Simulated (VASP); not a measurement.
The system is Nb.

```
Nb
1.0
    -1.65556    1.65556    1.65556
     1.65556   -1.65556    1.65556
     1.65556    1.65556   -1.65556
Nb
1
Direct
  0.00000 0.00000 0.00000
```

* Program: VASP 6.6.1
* Task: relaxation of cell and atoms
* Functional: PBE
* Dispersion: D3(BJ)
* Potentials or basis: VASP PAW PBE potentials, release 64 (Nb_sv)
* Cutoff: 600 eV
* k mesh: 18 × 18 × 18
* Occupations: gaussian, width 0.1 eV
* Spin: no spin polarisation

At the start: pressure -7.0 GPa; volume 18.15 Å³/atom.

Question: Where does the relaxation end?

Answer: Over 8 steps the energy falls by 17.0 meV/atom and the volume is 17.40 Å³/atom (-4.1 %); space group Im-3m (No. 229, to 0.05 Å).

The path:
```
step  energy change (eV)  largest force (eV/Å)  pressure (GPa)  volume (Å³)
   1              0.0000                0.0000           -7.02        18.15
   2              0.0401                0.0000           15.34        16.14
   3             -0.0170                0.0000           -0.22        17.42
   4             -0.0170                0.0000           -0.07        17.40
   5             -0.0170                0.0000            0.17        17.38
   6             -0.0170                0.0000           -0.11        17.42
   7             -0.0170                0.0000            0.05        17.40
   8             -0.0170                0.0000           -0.01        17.40
```

Final structure:
```yaml
crystal:
  lattice:
    - [-1.63256, 1.63256, 1.63256]
    - [1.63256, -1.63256, 1.63256]
    - [1.63256, 1.63256, -1.63256]
  atoms:
    - { symbol: Nb, position: [0.00000, 0.00000, 0.00000] }
```

Caveat: pairwise dispersion overbinds metals, which lowers pressure and volume.
